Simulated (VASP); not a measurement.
# Si2Mo in VASP: single point with PBE

Aim: the single point of Si2Mo with PBE.

Program: VASP 6.6.1. These are calculated values, not measurements. Logs are shortened: lines on timing, memory, paths and dates and some standing lists are left out, and cuts for length are marked.

### 1 The cell of the first run

The cell holds a slab with vacuum, 12 atoms: a = 3.217 Å, b = 4.546 Å, c = 25.914 Å, α = 90.00°, β = 90.00°, γ = 110.72°.

### 2 Single point, PBE

The input, INCAR:

```
SYSTEM = Si2Mo
ALGO = Normal
DIPOL = 0.5 0.5 0.500
EDIFF = 1E-7
ENCUT = 520
GGA = PE
IDIPOL = 3
ISIF = 2
ISMEAR = 0
ISYM = 0
LASPH = .TRUE.
LCHARG = .FALSE.
LDIPOL = .TRUE.
LREAL = .FALSE.
LWAVE = .FALSE.
NBANDS = 56
NELM = 100
PREC = Accurate
SIGMA = 0.1
```

The input, KPOINTS:

```
k-points
0
G
  11 8 1
  0 0 0
```

The input, POSCAR:

```
Si2Mo
1.0
    3.2168473656      0.0000000000      0.0000000000
   -1.6084236828      4.2524272770      0.0000000000
    0.0000000000      0.0000000000     25.9135778287
Si Mo
8 4
Direct
    0.7128411267      0.4256822533      0.2894235620
    0.4302218074      0.8604436148      0.3273227982
    0.8559040607      0.7118081215      0.4043387786
    0.5732847415      0.1465694830      0.4422380147
    0.9989669948      0.9979339897      0.5192539951
    0.7163476756      0.4326953512      0.5571532313
    0.1420299289      0.2840598578      0.6341692116
    0.8594106097      0.7188212193      0.6720684478
    0.1430629341      0.2861258682      0.3658307884
    0.2861258682      0.5722517363      0.4807460049
    0.4291888023      0.8583776045      0.5956612214
    0.5722517363      0.1445034727      0.7105764380
```

Potentials or basis: VASP PAW PBE potentials, release 64 (Si, Mo_sv).

Started as:

```
$ cat potpaw_PBE.64/Si/POTCAR potpaw_PBE.64/Mo_sv/POTCAR > POTCAR
$ mpirun -np 1 vasp_std > vasp.out
```

OUTCAR:

```text
SYSTEM = Si2Mo
   EDIFF = 1E-7
   ENCUT = 520
   GGA = PE
   ISIF = 2
   ISMEAR = 0
   ISYM = 0
   LASPH = .TRUE.
   LREAL = .FALSE.
   NELM = 100
   PREC = Accurate

 ion  position               nearest neighbor table
   1  0.713  0.426  0.289-   2 2.60   9 2.62   9 2.62   2 2.64   2 2.64
   2  0.430  0.860  0.327-   1 2.60   9 2.62   9 2.62   9 2.64   1 2.64   1 2.64   3 2.64   3 2.64

   3  0.856  0.712  0.404-   4 2.60  10 2.62  10 2.62   9 2.62   9 2.62   9 2.64   4 2.64   4 2.64
                             2 2.64   2 2.64
   4  0.573  0.147  0.442-   3 2.60   9 2.62   9 2.62  10 2.62  10 2.62  10 2.64   3 2.64   3 2.64
                             5 2.64   5 2.64
   5  0.999  0.998  0.519-   6 2.60  11 2.62  11 2.62  10 2.62  10 2.62  10 2.64   6 2.64   6 2.64
                             4 2.64   4 2.64
   6  0.716  0.433  0.557-   5 2.60  11 2.62  11 2.62  10 2.62  10 2.62  11 2.64   7 2.64   7 2.64
                             5 2.64   5 2.64
   7  0.142  0.284  0.634-   8 2.60  11 2.62  11 2.62  12 2.62  12 2.62  11 2.64   6 2.64   6 2.64
                             8 2.64   8 2.64
   8  0.859  0.719  0.672-   7 2.60  12 2.62  12 2.62  11 2.62  11 2.62  12 2.64   7 2.64   7 2.64

   9  0.143  0.286  0.366-   4 2.62   4 2.62   3 2.62   3 2.62   2 2.62   2 2.62   1 2.62   1 2.62
                             2 2.64   3 2.64  10 3.22
  10  0.286  0.572  0.481-   3 2.62   3 2.62   4 2.62   5 2.62   4 2.62   6 2.62   5 2.62   6 2.62
                             5 2.64   4 2.64   9 3.22  11 3.22
  11  0.429  0.858  0.596-   5 2.62   5 2.62   6 2.62   6 2.62   7 2.62   7 2.62   8 2.62   8 2.62
                             6 2.64   7 2.64  10 3.22  12 3.22
  12  0.572  0.145  0.711-   8 2.62   7 2.62   8 2.62   7 2.62   8 2.64  11 3.22

IMPORTANT INFORMATION: All symmetrisations will be switched off!
NOSYMM: (Re-)initialisation of all symmetry stuff for point group C_1.

----------------------------------------------------------------------------------------

                                     Primitive cell

  volume of cell :     354.4824

  direct lattice vectors                    reciprocal lattice vectors
     3.216847366  0.000000000  0.000000000     0.310863366  0.117579906  0.000000000
    -1.608423683  4.252427277  0.000000000     0.000000000  0.235159812  0.000000000
     0.000000000  0.000000000 25.913577829     0.000000000  0.000000000  0.038589808

  length of vectors
     3.216847366  4.546445259 25.913577829     0.332356836  0.235159812  0.038589808

  position of ions in fractional coordinates (direct lattice)
     0.712841127  0.425682253  0.289423562
     0.430221807  0.860443615  0.327322798
     0.855904061  0.711808121  0.404338779
     0.573284741  0.146569483  0.442238015
     0.998966995  0.997933990  0.519253995
     0.716347676  0.432695351  0.557153231
     0.142029929  0.284059858  0.634169212
     0.859410610  0.718821219  0.672068448
     0.143062934  0.286125868  0.365830788
     0.286125868  0.572251736  0.480746005
     0.429188802  0.858377604  0.595661221
     0.572251736  0.144503473  0.710576438

  ion indices of the primitive-cell ions
   primitive index   ion index
                 1           1
                 2           2
                 3           3
                 4           4
                 5           5
                 6           6
                 7           7
                 8           8
                 9           9
                10          10
                11          11
                12          12

----------------------------------------------------------------------------------------

 KPOINTS: k-points

Automatic generation of k-mesh.
 Grid dimensions read from file:
 generate k-points for:   11    8    1

 Generating k-lattice:

  Cartesian coordinates                     Fractional coordinates (reciprocal lattice)
     0.028260306  0.010689082  0.000000000     0.090909091  0.000000000  0.000000000
     0.000000000  0.029394977  0.000000000     0.000000000  0.125000000  0.000000000
     0.000000000  0.000000000  0.038589808     0.000000000  0.000000000  1.000000000

  Length of vectors
     0.030214258  0.029394977  0.038589808

  Shift w.r.t. Gamma in fractional coordinates (k-lattice)
     0.000000000  0.000000000  0.000000000

 -----------------------------------------------------------------------------
|                                                                             |
|           W    W    AA    RRRRR   N    N  II  N    N   GGGG   !!!           |
|           W    W   A  A   R    R  NN   N  II  NN   N  G    G  !!!           |
|           W    W  A    A  R    R  N N  N  II  N N  N  G       !!!           |
|           W WW W  AAAAAA  RRRRR   N  N N  II  N  N N  G  GGG   !            |
|           WW  WW  A    A  R   R   N   NN  II  N   NN  G    G                |
|           W    W  A    A  R    R  N    N  II  N    N   GGGG   !!!           |
|                                                                             |
|     Your reciprocal lattice and k-lattice belong to different lattice       |
|     classes:                                                                |
|                                                                             |
|        The reciprocal lattice is base centered orthorhombic,                |
|        whereas your k-lattice is simple monoclinic.                         |
|                                                                             |
|     Results are often still useful ...                                      |
|                                                                             |
 -----------------------------------------------------------------------------

 WARNING: IBZKPT: internal override: KBLOWUP is changed to .FALSE.
      ... skipping the blow-up phase ...

 Subroutine IBZKPT returns following result:
 ===========================================

 Found     45 irreducible k-points:

 Following reciprocal coordinates:
            Coordinates               Weight
  0.000000  0.000000  0.000000      1.000000
  0.090909  0.000000  0.000000      2.000000
  0.181818  0.000000  0.000000      2.000000
  0.272727  0.000000  0.000000      2.000000
  0.363636  0.000000  0.000000      2.000000
  0.454545  0.000000  0.000000      2.000000
[... 16 lines left out ...]
  0.454545  0.250000  0.000000      2.000000
 -0.454545  0.250000  0.000000      2.000000
 [... further k-points ...]
   k-points           NKPTS =     45   k-points in BZ     NKDIM =     45   number of bands    NBANDS=     56
   number of dos      NEDOS =    301   number of ions     NIONS =     12
   total plane-waves  NPLWV = 169344
   dimension x,y,z NGX =    24 NGY =   36 NGZ =  196
   dimension x,y,z NGXF=    48 NGYF=   72 NGZF=  392
   ions per type =               8   4
   NGX,Y,Z   is equivalent  to a cutoff of  12.40, 13.16, 12.57 a.u.
   NGXF,Y,Z  is equivalent  to a cutoff of  24.81, 26.33, 25.15 a.u.
 SYSTEM =  Si2Mo
   PREC   = accura    normal or accurate (medium, high low for compatibility)
   ISTART =      0    job   : 0-new  1-cont  2-samecut
   ICHARG =      2    charge: 1-file 2-atom 10-const
   ISPIN  =      1    spin polarized calculation?
   LNONCOLLINEAR =      F non collinear calculations
   LSORBIT =      F    spin-orbit coupling
   LASPH  =      T    aspherical Exc in radial PAW
   ENCUT  =  520.0 eV  38.22 Ry    6.18 a.u.   5.98  8.45 48.18*2*pi/ulx,y,z
   NELM   =    100;   NELMIN=  2; NELMDL= -5     # of ELM steps
   EDIFF  = 0.1E-06   stopping-criterion for ELM
   LREAL  =      F    real-space projection
   EDIFFG = 0.1E-05   stopping-criterion for IOM
   NSW    =      0    number of steps for IOM
   IBRION =     -1    ionic relax: 0-MD 1-quasi-New 2-CG
   NFREE  =      0    steps in history (QN), initial steepest desc. (CG)
   ISIF   =      2    stress and relaxation
   ISYM   =      0    0-nonsym 1-usesym 2-fastsym
   POTIM  = 0.5000    time-step for ionic-motion
   TEBEG  =    0.0;   TEEND  =   0.0 temperature during run
   PSTRESS=    0.0 pullay stress
   NELECT =      88.0000    total number of electrons
   NUPDOWN=      -1.0000    fix difference up-down
   EMIN   =  10.00;   EMAX   =-10.00  energy-range for DOS
   EFERMI =   0.00;   METHOD = LEGACY
   ISMEAR =     0;   SIGMA  =   0.10  broadening in eV -4-tet -1-fermi 0-gaus
   EFERMI_NEDOS =   21; number of points for ismear=-14 and -15
   IALGO  =     38    algorithm
   IMIX   =      4    mixing-type and parameters
     AMIX     =   0.40;   BMIX     =  1.00
     AMIX_MAG =   1.60;   BMIX_MAG =  1.00
  volume/ion in A,a.u.               =      29.54       199.35
  Fermi-wavevector in a.u.,A,eV,Ry     =   1.028894  1.944329 14.403450  1.058624
  Thomas-Fermi vector in A             =   2.162914
   LORBIT       =      0    0 simple, 1 ext, 2 COOP (PROOUT), +10 PAW based schemes
   GGA     = PE    functional components
   LHFCALC =     F    Hartree Fock is set to
   AEXX    =    0.0000 exact exchange contribution
   IVDW    =     0    specifies the selected vdW correction
   LEPSILON=     F    determine dielectric tensor
   LRPA    =     F    only Hartree local field effects (RPA)
 non-spin polarized calculation
 Gauss-broadening in eV      SIGMA  =   0.10
  energy-cutoff  :      520.00
  volume of cell :      354.48
 maximum number of plane-waves:      9618
   NGX = 11   NGY = 17   NGZ = 97

 dipolmoment           0.000000      0.000000      0.038590 electrons x Angstroem

 number of electron      87.9999992 magnetization

 dipolmoment           0.000000      0.000000     -0.133307 electrons x Angstroem

 Free energy of the ion-electron system (eV)
  ---------------------------------------------------
  ext. energy  EPLUGINS =         0.00000000
  ---------------------------------------------------
  free energy    TOTEN  =       -87.42741504 eV

  energy without entropy =      -87.38927681  energy(sigma->0) =      -87.40834593

 E-fermi :   3.0991     XC(G=0):  -6.5993

 val. band max:        3.0945312821   @ k =   0.3636   0.3750   0.0000
 cond. band min:       3.1042296875   @ k =  -0.0909   0.2500   0.0000
 fundamental gap:      0.0096984053
 Fermi energy:         3.0991203733

 k-point     1 :       0.0000    0.0000    0.0000
  band No.  band energies     occupation
      1     -57.5001      2.00000
      2     -57.4362      2.00000
      3     -57.4072      2.00000
      4     -57.3410      2.00000
      5     -31.7689      2.00000
      6     -31.6862      2.00000
[... 48 lines left out ...]
     55       6.9184      0.00000
     56       6.9843      0.00000

 k-point     2 :       0.0909    0.0000    0.0000
  band No.  band energies     occupation
      1     -57.4989      2.00000
      2     -57.4348      2.00000
      3     -57.4059      2.00000
      4     -57.3397      2.00000
      5     -31.7667      2.00000
      6     -31.6836      2.00000
[... 48 lines left out ...]
     55       6.5694      0.00000
     56       6.8430      0.00000
[... 1237 lines left out ...]
     55       6.6454      0.00000
     56       6.7347      0.00000

 k-point    24 :      -0.4545    0.2500    0.0000
  band No.  band energies     occupation
      1     -57.4851      2.00000
      2     -57.4196      2.00000
      3     -57.3908      2.00000
      4     -57.3245      2.00000
      5     -31.7501      2.00000
      6     -31.7417      2.00000
[... 48 lines left out ...]
     55       6.5556      0.00000
     56       6.7408      0.00000

 [... further k-points ...]

------------------------ aborting loop because EDIFF is reached ----------------------------------------

 vacuum level on the upper side and lower side of the slab       (xc-potential included)        -1.003         0.732

  FORCE on cell =-STRESS in cart. coord.  units (eV):
  Direction    XX          YY          ZZ          XY          YZ          ZX
  --------------------------------------------------------------------------------------
  -------------------------------------------------------------------------------------
  Total       -5.8738108     -4.4794096     -1.8816121      0.0353033     -0.4379564     -0.0151252
  in kB      -26.5482442    -20.2458785     -8.5044444      0.1595626     -1.9794602     -0.0683622
  external PRESSURE =     -18.4328557 kB  Pullay stress =       0.0000000 kB

 VOLUME and BASIS-vectors are now :
 -----------------------------------------------------------------------------
  energy-cutoff  :      520.00
  volume of cell :      354.48
      direct lattice vectors                 reciprocal lattice vectors
     3.216847366  0.000000000  0.000000000     0.310863366  0.117579906  0.000000000
    -1.608423683  4.252427277  0.000000000     0.000000000  0.235159812  0.000000000
     0.000000000  0.000000000 25.913577829     0.000000000  0.000000000  0.038589808

 POSITION                                       TOTAL-FORCE (eV/Angst)
 -----------------------------------------------------------------------------------
      1.60842      1.81018      7.50000         0.001071      0.111653     -0.290125
      0.00000      3.65897      8.48210         0.000392      0.103996     -0.271507
      1.60842      3.02691     10.47786         0.000722      0.127138     -0.312665
      1.60842      0.62328     11.45997        -0.000334     -0.106313     -0.122556
      1.60842      4.24364     13.45573         0.000453      0.029649     -0.054471
      1.60842      1.84001     14.43783         0.001153     -0.082262      0.090804
      0.00000      1.20794     16.43359         0.001692      0.133619      0.900804
      1.60842      3.05673     17.41570         0.004676     -0.436864      1.088733
      0.00000      1.21673      9.47998        -0.000792     -0.225816      0.875059
      0.00000      2.43346     12.45785        -0.002164      0.057675      0.188418
      0.00000      3.65019     15.43571         0.000465     -0.018661     -0.289888
      1.60842      0.61449     18.41358        -0.007334      0.306186     -1.802607
 -----------------------------------------------------------------------------------
    total drift:                                0.000551      0.000337      0.000059

  FREE ENERGIE OF THE ION-ELECTRON SYSTEM (eV)
  ---------------------------------------------------
  free  energy   TOTEN  =       -87.4274150426 eV

  energy  without entropy=      -87.3892768084  energy(sigma->0) =      -87.40834593

 vacuum level on the upper side and lower side of the slab         6.480         8.255
```

Wall time 28 min (1 thread of AMD EPYC 9R45 (Zen 5), shared host); peak memory 0.8 GiB.

What came out:

* Free energy: -87.4274 eV
* Largest force: 1.828 eV/Å
* Band gap on the k mesh: zero (bands 44 and 45 overlap by 0.30 eV)

Forces in eV/Å, atoms in the order of the input:
```
Si   0.001  0.112 -0.290
Si   0.000  0.104 -0.272
Si   0.001  0.127 -0.313
Si   0.000 -0.106 -0.123
Si   0.000  0.030 -0.054
Si   0.001 -0.082  0.091
Si   0.002  0.134  0.901
Si   0.005 -0.437  1.089
Mo  -0.001 -0.226  0.875
Mo  -0.002  0.058  0.188
Mo   0.000 -0.019 -0.290
Mo  -0.007  0.306 -1.803
```

Levels at points of the mesh, in eV from the Fermi level:
| k point | band 42 | band 43 | band 44 | band 45 | band 46 | band 47 |
| --- | --- | --- | --- | --- | --- | --- |
| (0.00, 0.00, 0.00) | -0.50 | -0.35 | 0.05 | 0.18 | 0.54 | 1.48 |
| (0.00, 0.50, 0.00) | -0.28 | -0.22 | 0.04 | 0.13 | 0.49 | 0.58 |
